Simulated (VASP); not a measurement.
# Y2TaN3 (P6/mmm) in VASP: a series of runs

Runs on Y2TaN3. Level: PBE. Tasks: relaxation of cell and atoms, single point.

Everything below comes from runs of VASP 6.6.1. Logs are shortened: lines on timing, memory, paths and dates and some standing lists are left out, and cuts for length are marked.

## (1) The cell of the first run

The structure is hexagonal, space group P6/mmm (No. 191). Conventional cell: a = 5.987 Å, b = 5.987 Å, c = 3.130 Å, α = 90.00°, β = 90.00°, γ = 120.00°. Y (site symmetry -6m2) has 6 N at 2.33 Å and 2 Y at 3.13 Å within 3.2 Å. Within 4.1 Å of Ta (site symmetry 6/mmm) lie 2 Ta at 3.13 Å and 12 N at 3.38 Å and 6 Y at 3.46 Å. Within 3.2 Å of N (site symmetry mmm) lie 4 Y at 2.33 Å and 6 N at 2.99 to 3.13 Å.

The cell was generated, and may not be a known phase.

## (2) Relaxation of cell and atoms, PBE

The input, INCAR:

```
SYSTEM = Y2TaN3
PREC = Accurate
ENCUT = 600
EDIFF = 1E-6
ISMEAR = 0
SIGMA = 0.1
LREAL = .False.
LASPH = .True.
NELM = 60
ALGO = Normal
ISIF = 3
LWAVE = .False.
LCHARG = .False.
GGA = PE
IBRION = 2
NSW = 90
EDIFFG = -0.04
```

The input, KPOINTS:

```
regular mesh
0
Gamma
  3 3 6
  0 0 0
```

The input, POSCAR:

```
Y2TaN3
1.0
    5.9869656487      0.0000000000      0.0000000000
   -2.9934828243      5.1848643434      0.0000000000
    0.0000000000      0.0000000000      3.1297825361
Y Ta N
2 1 3
Direct
    0.3333333333      0.6666666667      0.0000000000
    0.6666666667      0.3333333333      0.0000000000
    0.0000000000      0.0000000000      0.0000000000
    0.5000000000      0.0000000000      0.5000000000
    0.5000000000      0.5000000000      0.5000000000
    0.0000000000      0.5000000000      0.5000000000
```

Potentials or basis: VASP PAW PBE potentials, release 64 (Y_sv, Ta_pv, N).

Command:

```
> cat potpaw_PBE.64/Y_sv/POTCAR potpaw_PBE.64/Ta_pv/POTCAR potpaw_PBE.64/N/POTCAR > POTCAR
> mpirun -np 1 vasp_std > vasp.out
```

OUTCAR:

```text
SYSTEM = Y2TaN3
   PREC = Accurate
   ENCUT = 600
   EDIFF = 1E-6
   ISMEAR = 0
   LREAL = .False.
   LASPH = .True.
   NELM = 60
   ISIF = 3
   GGA = PE
   IBRION = 2
   NSW = 90
   EDIFFG = -0.04

 ion  position               nearest neighbor table
   1  0.333  0.667  0.000-   6 2.33   6 2.33   4 2.33   4 2.33   5 2.33   5 2.33   3 3.46   2 3.46
                             2 3.46   3 3.46   3 3.46   2 3.46
   2  0.667  0.333  0.000-   6 2.33   6 2.33   4 2.33   4 2.33   5 2.33   5 2.33   3 3.46   1 3.46
                             1 3.46   3 3.46   3 3.46   1 3.46
   3  0.000  0.000  0.000-   1 3.46   2 3.46   2 3.46   1 3.46   2 3.46   1 3.46
   4  0.500  0.000  0.500-   1 2.33   2 2.33   1 2.33   2 2.33
   5  0.500  0.500  0.500-   1 2.33   2 2.33   1 2.33   2 2.33
   6  0.000  0.500  0.500-   1 2.33   2 2.33   1 2.33   2 2.33

  LATTYP: Found a hexagonal cell.
 ALAT       =     5.9869656487
 C/A-ratio  =     0.5227660755

  Lattice vectors:

 A1 = (   5.9869656487,   0.0000000000,   0.0000000000)
 A2 = (  -2.9934828243,   5.1848643434,   0.0000000000)
 A3 = (   0.0000000000,   0.0000000000,   3.1297825361)

Analysis of symmetry for initial positions (statically):
=====================================================================
 Subroutine PRICEL returns:
 Original cell was already a primitive cell.

 Routine SETGRP: Setting up the symmetry group for a
 hexagonal supercell.

 Subroutine GETGRP returns: Found 24 space group operations
 (whereof 24 operations were pure point group operations)
 out of a pool of 24 trial point group operations.

The static configuration has the point symmetry D_6h.

Analysis of symmetry for dynamics (positions and initial velocities):
=====================================================================
 Subroutine PRICEL returns:
 Original cell was already a primitive cell.

 Routine SETGRP: Setting up the symmetry group for a
 hexagonal supercell.

 Subroutine GETGRP returns: Found 24 space group operations
 (whereof 24 operations were pure point group operations)
 out of a pool of 24 trial point group operations.

The dynamic configuration has the point symmetry D_6h.

 Subroutine INISYM returns: Found 24 space group operations
 (whereof 24 operations are pure point group operations),
 and found     1 'primitive' translations

----------------------------------------------------------------------------------------

                                     Primitive cell

  volume of cell :      97.1535

  direct lattice vectors                    reciprocal lattice vectors
     5.986965649  0.000000000  0.000000000     0.167029520  0.096434538  0.000000000
    -2.993482824  5.184864343  0.000000000     0.000000000  0.192869077  0.000000000
[... 75 lines left out ...]
   LNONCOLLINEAR =      F non collinear calculations
   LSORBIT =      F    spin-orbit coupling
   LASPH  =      T    aspherical Exc in radial PAW
   ENCUT  =  600.0 eV  44.10 Ry    6.64 a.u.  11.96 11.96  6.25*2*pi/ulx,y,z
   NELM   =     60;   NELMIN=  2; NELMDL= -5     # of ELM steps
   EDIFF  = 0.1E-05   stopping-criterion for ELM
   LREAL  =      F    real-space projection
   EDIFFG = -.4E-01   stopping-criterion for IOM
   NSW    =     90    number of steps for IOM
   IBRION =      2    ionic relax: 0-MD 1-quasi-New 2-CG
   NFREE  =      1    steps in history (QN), initial steepest desc. (CG)
   ISIF   =      3    stress and relaxation
   ISYM   =      2    0-nonsym 1-usesym 2-fastsym
   POTIM  = 0.5000    time-step for ionic-motion
   TEBEG  =    0.0;   TEEND  =   0.0 temperature during run
   PSTRESS=    0.0 pullay stress
   NELECT =      48.0000    total number of electrons
   NUPDOWN=      -1.0000    fix difference up-down
   EMIN   =  10.00;   EMAX   =-10.00  energy-range for DOS
   EFERMI =   0.00;   METHOD = LEGACY
   ISMEAR =     0;   SIGMA  =   0.10  broadening in eV -4-tet -1-fermi 0-gaus
   EFERMI_NEDOS =   21; number of points for ismear=-14 and -15
   IALGO  =     38    algorithm
   IMIX   =      4    mixing-type and parameters
     AMIX     =   0.40;   BMIX     =  1.00
     AMIX_MAG =   1.60;   BMIX_MAG =  1.00
  volume/ion in A,a.u.               =      16.19       109.27
  Fermi-wavevector in a.u.,A,eV,Ry     =   1.294203  2.445689 22.789240  1.674962
  Thomas-Fermi vector in A             =   2.425801
   LORBIT       =      0    0 simple, 1 ext, 2 COOP (PROOUT), +10 PAW based schemes
   GGA     = PE    functional components
   LHFCALC =     F    Hartree Fock is set to
   AEXX    =    0.0000 exact exchange contribution
   IVDW    =     0    specifies the selected vdW correction
   LEPSILON=     F    determine dielectric tensor
   LRPA    =     F    only Hartree local field effects (RPA)
 conjugate gradient relaxation of ions
 non-spin polarized calculation
 Gauss-broadening in eV      SIGMA  =   0.10
  energy-cutoff  :      600.00
  volume of cell :       97.15
 maximum number of plane-waves:      3253
 NGX is ok and might be reduce to    48
   NGX = 23   NGY = 23   NGZ = 13

--------------------------------------- Ionic step        1  -------------------------------------------

 number of electron      48.0000000 magnetization

 Free energy of the ion-electron system (eV)
  ---------------------------------------------------
  ext. energy  EPLUGINS =         0.00000000
  ---------------------------------------------------
  free energy    TOTEN  =       -48.52974743 eV

  energy without entropy =      -48.49328122  energy(sigma->0) =      -48.51151432

------------------------ aborting loop because EDIFF is reached ----------------------------------------

  FORCE on cell =-STRESS in cart. coord.  units (eV):
  Direction    XX          YY          ZZ          XY          YZ          ZX
  --------------------------------------------------------------------------------------
  -------------------------------------------------------------------------------------
  Total       -0.0116667     -0.0116667     -1.9230254     -0.0000000     -0.0000000      0.0000000
  in kB       -0.1923987     -0.1923987    -31.7129969     -0.0000000     -0.0000000      0.0000000
  external PRESSURE =     -10.6992648 kB  Pullay stress =       0.0000000 kB
[... 107 lines left out ...]
--------------------------------------- Ionic step        4  -------------------------------------------

 number of electron      48.0000000 magnetization

 Free energy of the ion-electron system (eV)
  ---------------------------------------------------
  ext. energy  EPLUGINS =         0.00000000
  ---------------------------------------------------
  free energy    TOTEN  =       -48.53987575 eV

  energy without entropy =      -48.50499158  energy(sigma->0) =      -48.52243367

 E-fermi :   3.3926     XC(G=0): -10.9118

 val. band max:        3.3908077963   @ k =   0.3333   0.0000   0.0000
 cond. band min:       3.3978006398   @ k =   0.0000   0.0000   0.1667
 fundamental gap:      0.0069928434
 Fermi energy:         3.3925913775

 k-point     1 :       0.0000    0.0000    0.0000
  band No.  band energies     occupation
      1     -36.5312      2.00000
      2     -36.4602      2.00000
      3     -32.4970      2.00000
      4     -32.4970      2.00000
      5     -31.9427      2.00000
      6     -17.2398      2.00000
[... 394 lines left out ...]
  FREE ENERGIE OF THE ION-ELECTRON SYSTEM (eV)
  ---------------------------------------------------
  free  energy   TOTEN  =       -48.5398757526 eV

  energy  without entropy=      -48.5049915819  energy(sigma->0) =      -48.52243367

 reached required accuracy - stopping structural energy minimisation
```

Wall time 2.1 min (1 thread of Intel Xeon 6975P-C (Granite Rapids), shared host); peak memory 0.28 GiB.

Results:

| Item | Value |
| --- | --- |
| Free energy | -48.5399 eV |
| Relaxed volume | 16.11 Å³/atom |
| Relaxed cell | a = 6.004 Å, b = 6.004 Å, c = 3.097 Å, α = 90.00°, β = 90.00°, γ = 120.00° |
| Space group after relaxing (to 0.1 Å) | P6/mmm (No. 191) |
| Energy gained by relaxing | 1.7 meV/atom |
| Ionic steps | 4 |
| Pressure after relaxing | 0.0 GPa |
| Band gap on the k mesh | zero (bands 24 and 25 overlap by 0.56 eV) |

Step by step:
| step | energy change (eV) | largest force (eV/Å) | pressure (GPa) | volume (Å³) |
| --- | --- | --- | --- | --- |
| 1 | 0.0000 | 0.0000 | -1.07 | 97.15 |
| 2 | -0.0047 | 0.0000 | 1.51 | 95.63 |
| 3 | -0.0090 | 0.0000 | 0.43 | 96.25 |
| 4 | -0.0101 | 0.0000 | 0.01 | 96.69 |

Final structure:
```yaml
crystal:
  lattice:
    - [6.00387, 0.00000, 0.00000]
    - [-3.00194, 5.19950, 0.00000]
    - [0.00000, 0.00000, 3.09725]
  atoms:
    - { symbol: Y, position: [0.33333, 0.66667, 0.00000] }
    - { symbol: Y, position: [0.66667, 0.33333, 0.00000] }
    - { symbol: Ta, position: [0.00000, 0.00000, 0.00000] }
    - { symbol: N, position: [0.50000, 0.00000, 0.50000] }
    - { symbol: N, position: [0.50000, 0.50000, 0.50000] }
    - { symbol: N, position: [0.00000, 0.50000, 0.50000] }
```

Caveat: the k points lie up to 0.40 Å⁻¹ apart in the final cell, too coarse for converged energies and pressures of a metal; spin-orbit coupling is left out, which moves the levels of the heavy elements.

## (3) Single point, PBE, collinear spin

The input, INCAR:

```
  ALGO = Normal
  EDIFF = 1E-6
  ENCUT = 520
  GGA = PE
  ISIF = 2
  ISMEAR = 0
  ISPIN = 2
  LASPH = True
  LCHARG = False
  LMAXMIX = 4
  LORBIT = 11
  LREAL = False
  LWAVE = False
  MAGMOM = 0 0 1 0 0 0
  NBANDS = 37
  NELM = 150
  PREC = Accurate
  SIGMA = 0.1
```

The input, KPOINTS:

```
k-points
0
Gamma
  3 3 6
```

Changes to POSCAR since step 2:

```diff
@@ -2,5 +2,5 @@
 1.0
-    5.9869656487      0.0000000000      0.0000000000
-   -2.9934828243      5.1848643434      0.0000000000
-    0.0000000000      0.0000000000      3.1297825361
+    6.0129293200      0.0000000000      0.0000000000
+   -3.0064646600      5.2073495423      0.0000000000
+    0.0000000000      0.0000000000      3.0977806502
 Y Ta N
```

Potentials or basis: VASP PAW PBE potentials, release 64 (Y_sv, Ta_pv, N).

Command:

```
> cat potpaw_PBE.64/Y_sv/POTCAR potpaw_PBE.64/Ta_pv/POTCAR potpaw_PBE.64/N/POTCAR > POTCAR
> mpirun -np 1 vasp_std > vasp.out
```

Run time: 98 s. Hardware: 1 thread of Intel Xeon 6975P-C (Granite Rapids), shared host; peak memory 0.31 GiB.

The run converged. Its results:

```
Free energy                                           : -48.5348 eV
Pressure                                              : -0.3 GPa
Band gap on the k mesh                                : zero (filled and empty bands overlap)
Net moment                                            : 0.00 μB per cell
Valence electrons inside the program's atomic spheres : Y 10.24; Ta 8.42; N 3.59
```

Levels at points of the mesh, in eV from the Fermi level:
Spin up:
```tsv
k point	band 22	band 23	band 24	band 25	band 26	band 27
(0.00, 0.00, 0.00)	-0.17	-0.17	-0.15	-0.01	-0.01	0.26
(0.00, 0.00, 0.50)	-0.70	0.40	0.55	0.55	1.09	1.09
```
Spin down:
```tsv
k point	band 22	band 23	band 24	band 25	band 26	band 27
(0.00, 0.00, 0.00)	-0.17	-0.17	-0.15	-0.02	-0.02	0.26
(0.00, 0.00, 0.50)	-0.70	0.40	0.55	0.55	1.09	1.09
```

Caveat: the k points lie up to 0.40 Å⁻¹ apart, too coarse for converged energies and pressures of a metal; spin-orbit coupling is left out, which moves the levels of the heavy elements.

## (4) Relaxation of cell and atoms, PBE

This run uses another cell than the first one, of 16.04 Å³/atom.

The input, INCAR:

```
SYSTEM = Y2TaN3
PREC = Accurate
ENCUT = 600
EDIFF = 1E-7
ISMEAR = 0
SIGMA = 0.1
LREAL = .FALSE.
LASPH = .TRUE.
NELM = 80
ALGO = Normal
ISIF = 3
LWAVE = .FALSE.
LCHARG = .FALSE.
GGA = PE
IBRION = 2
NSW = 90
EDIFFG = -0.04
```

The input, KPOINTS:

```
regular mesh
0
G
  6 6 4
  0 0 0
```

The input, POSCAR:

```
Y2TaN3
1.0
    5.3975445600      0.0000000000      0.0000000000
   -2.6987722800      4.6744107000      0.0000000000
    0.0000000000      0.0000000000      3.8152567800
Y Ta N
2 1 3
Direct
    0.3333333300      0.6666666700      0.0000000000
    0.6666666700      0.3333333300      0.0000000000
    0.0000000000      0.0000000000      0.0000000000
    0.5000000000      0.0000000000      0.5000000000
    0.5000000000      0.5000000000      0.5000000000
    0.0000000000      0.5000000000      0.5000000000
```

Command:

```
> cat potpaw_PBE.64/Y_sv/POTCAR potpaw_PBE.64/Ta_pv/POTCAR potpaw_PBE.64/N/POTCAR > POTCAR
> mpirun -np 1 vasp_std > vasp.out
```

It took 5.5 min on 1 thread of Intel Xeon 6975P-C (Granite Rapids), shared host; peak memory 0.34 GiB.

Results (log left out):

```yaml
Free_energy: -48.3491 eV
Relaxed_volume: 16.14 Å³/atom
Relaxed_cell: a = 5.977 Å, b = 5.977 Å, c = 3.131 Å, α = 90.00°, β = 90.00°, γ = 120.00°
Space_group_after_relaxing_to_0.1_Å: P6/mmm (No. 191)
Energy_gained_by_relaxing: 562.3 meV/atom
Ionic_steps: 7
Pressure_after_relaxing: 0.1 GPa
Band_gap_on_the_k_mesh: zero (bands 24 and 25 overlap by 0.58 eV)
```

Stress tensor (GPa, compression positive):
```
 0.14  0.00  0.00
 0.00  0.14  0.00
 0.00  0.00 -0.03
```

The path:
| step | energy change (eV) | largest force (eV/Å) | pressure (GPa) | volume (Å³) |
| --- | --- | --- | --- | --- |
| 1 | 0.0000 | 0.0000 | -6.00 | 96.26 |
| 2 | -2.8043 | 0.0000 | 13.46 | 86.73 |
| 3 | -2.8050 | 0.0000 | 14.75 | 86.33 |
| 4 | -3.2326 | 0.0000 | -1.36 | 100.01 |
| 5 | -3.3451 | 0.0000 | 2.80 | 95.43 |
| 6 | -3.3558 | 0.0000 | -1.92 | 98.03 |
| 7 | -3.3740 | 0.0000 | 0.09 | 96.86 |

Final structure:
```
Y Ta N
1.0
     5.97715    0.00000    0.00000
    -2.98858    5.17636    0.00000
     0.00000    0.00000    3.13058
Y Ta N
2 1 3
Direct
  0.33333 0.66667 0.00000
  0.66667 0.33333 0.00000
  0.00000 0.00000 0.00000
  0.50000 0.00000 0.50000
  0.50000 0.50000 0.50000
  0.00000 0.50000 0.50000
```

Levels at points of the mesh, in eV from the Fermi level:
| k point | band 20 | band 21 | band 22 | band 23 | band 24 | band 25 | band 26 | band 27 | band 28 |
| --- | --- | --- | --- | --- | --- | --- | --- | --- | --- |
| (0.00, 0.00, 0.00) | -1.37 | -1.03 | -0.13 | -0.13 | -0.10 | 0.00 | 0.00 | 0.17 | 1.94 |
| (0.50, 0.00, 0.00) | -1.63 | -1.41 | -0.94 | -0.51 | -0.41 | 0.01 | 1.48 | 1.76 | 1.79 |
| (0.00, 0.00, 0.50) | -1.03 | -1.03 | -0.81 | 0.42 | 0.55 | 0.55 | 1.19 | 1.23 | 1.23 |
| (0.50, 0.00, 0.50) | -1.99 | -1.70 | -0.87 | -0.78 | -0.49 | 0.04 | 0.05 | 0.85 | 0.93 |

Caveat: the k points lie up to 0.50 Å⁻¹ apart in the final cell, too coarse for converged energies and pressures of a metal; a cell axis changed by over 15 % at a fixed basis, so the end point is rough; spin-orbit coupling is left out, which moves the levels of the heavy elements.

## (5) Summary

```csv
task,spin,cell,k mesh,cutoff (eV),gap on the mesh (eV),pressure (GPa),relaxed volume (Å³/atom)
relaxation of cell and atoms,off,"relaxed from a = 5.987, b = 5.987, c = 3.130 Å, angles 90.0, 90.0, 120.0°, 6 atoms",3 × 3 × 6,600,none,0.0,16.11
single point,collinear,"a = 6.013, b = 6.013, c = 3.098 Å, angles 90.0, 90.0, 120.0°, 6 atoms",3 × 3 × 6,520,none,-0.3,-
relaxation of cell and atoms,off,"relaxed from a = 5.398, b = 5.398, c = 3.815 Å, angles 90.0, 90.0, 120.0°, 6 atoms",6 × 6 × 4,600,none,0.1,16.14
```

Alike in all rows: level PBE; potentials or basis VASP PAW PBE potentials, release 64 (Y_sv, Ta_pv, N); smearing gaussian 0.1 eV.

Caveats: all runs use coarse meshes; spin-orbit coupling is left out, which moves the levels of the heavy elements; a cell axis changed by over 15 % at a fixed basis, so the end point is rough (at least some runs).

Absolute energies hang on the potentials; compare differences alone.
